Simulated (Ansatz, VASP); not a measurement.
## One calculation of InTe3W, two programs

```
In Te W
1.0
     3.70816    2.14091    2.94815
    -3.70816    2.14091    2.94815
     0.00000   -4.28182    2.94815
In Te W
1 3 1
Cartesian
  0.0000 0.0000 4.4222
  -1.5647 -2.7102 4.4222
  3.1294 0.0000 4.4222
  -1.5647 2.7102 4.4222
  0.0000 0.0000 0.0000
```

Change from the starting cell: species swapped into the Ag3SI type (R32, No. 155).

Alike in both runs: task relaxation of cell and atoms; functional PBE; k mesh 3 × 3 × 3; occupations gaussian, width 0.1 eV; no spin polarisation.

```csv
,VASP,Ansatz
version,VASP 6.6.1,Ansatz 0.2.0
potentials or method,"VASP PAW PBE potentials, release 64 (In_d, Te, W_sv), cutoff 500 eV","scalar-relativistic, plane waves, PAW"
valence electrons in the cell,45,75
```

Ansatz gave:

```
gap on the k mesh at the Fermi level, each at its own relaxed structure (eV) : none
relaxed volume (Å³/atom)                                                     : 30.53
relaxed cell length with the largest relative difference (Å)                 : 5.355
```

Which values does VASP return?

gap on the k mesh at the Fermi level, each at its own relaxed structure (eV): none; relaxed volume (Å³/atom): 30.45; relaxed cell length with the largest relative difference (Å): 5.352.

A gap of «none» marks a metal or a gap that the smearing closes. VASP's potentials hold 45 valence electrons a cell and Ansatz's 75, so a difference there can come from the potentials and not from the codes.

The k mesh is coarse, so the values compare programs but aren't converged. Neither program's run includes spin-orbit coupling.
